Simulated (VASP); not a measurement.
Here is a VASP 6.6.1 calculation.

File INCAR:

```
  ALGO = Fast
  EDIFF = 1E-7
  ENCUT = 520
  GGA = PS
  ISIF = 2
  ISMEAR = 0
  LASPH = True
  LCHARG = False
  LREAL = False
  LWAVE = False
  NBANDS = 19
  NELM = 60
  PREC = Accurate
  SIGMA = 0.1
```

KPOINTS

```
k-points
0
Gamma
  16 16 16
```

File POSCAR:

```
Ti
1.0
    3.1759047261      0.0000000000      0.0000000000
    0.0000000000      3.1759047261      0.0000000000
    0.0000000000      0.0000000000      3.2744367683
Ti
2
Direct
    0.0000000000      0.0000000000      0.0000000000
    0.5000000000      0.5000000000      0.5000000000
```

Potentials or basis: VASP PAW PBE potentials, release 64 (Ti_sv).

Command:

```console
$ cat potpaw_PBE.64/Ti_sv/POTCAR > POTCAR
$ mpirun -np 1 vasp_std > vasp.out
```

(1) Predict the band gap on the k mesh.

(2) What does it give for the pressure?

Answers

(1) zero (bands 12 and 13 overlap by 1.61 eV).

(2) -0.4 GPa.

Caveat: the cell differs from its parent crystal (uniaxial strain along c: +2.0 %, then relaxed in part); the PAW data sets were made with another functional, which shifts forces and pressure a little.
